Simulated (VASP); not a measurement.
Here is a VASP 6.6.1 calculation.

The input INCAR:

```
SYSTEM = AlN
PREC = Accurate
ENCUT = 520
EDIFF = 1E-6
ISMEAR = 0
SIGMA = 0.05
LREAL = .FALSE.
LASPH = .TRUE.
NELM = 100
ALGO = Normal
ISIF = 2
LWAVE = .FALSE.
LCHARG = .FALSE.
IBRION = 2
NSW = 50
EDIFFG = -0.01
```

File KPOINTS:

```
regular mesh
0
G
  9 9 6
  0 0 0
```

The input POSCAR:

```
AlN
1.0
    3.1813000000      0.0000000000      0.0000000000
   -1.5906500000      2.7550866171      0.0000000000
    0.0000000000      0.0000000000      4.3504000000
Al N
2 2
Direct
    0.3333333333      0.6666666667      0.0015210172
    0.6666666667      0.3333333333      0.5015210172
    0.3333333333      0.6666666667      0.3834789828
    0.6666666667      0.3333333333      0.8834789828
```

Potentials or basis: VASP PAW LDA potentials, release 64 (Al, N).

Run with:

```sh
$ cat potpaw_LDA.64/Al/POTCAR potpaw_LDA.64/N/POTCAR > POTCAR
$ mpirun -np 1 vasp_std > vasp.out
```

Task: What does it give for the energy gained by relaxing?

Result: 203.6 meV/atom.

Task: Predict the band gap on the k mesh.

Result: 3.85 eV, direct.

Stress tensor (GPa, compression positive):
```
 6.13  0.00  0.00
 0.00  6.13  0.00
 0.00  0.00 13.59
```

A k mesh can miss the band edges. LDA gaps usually lie below the measured ones, often by a third to a half.
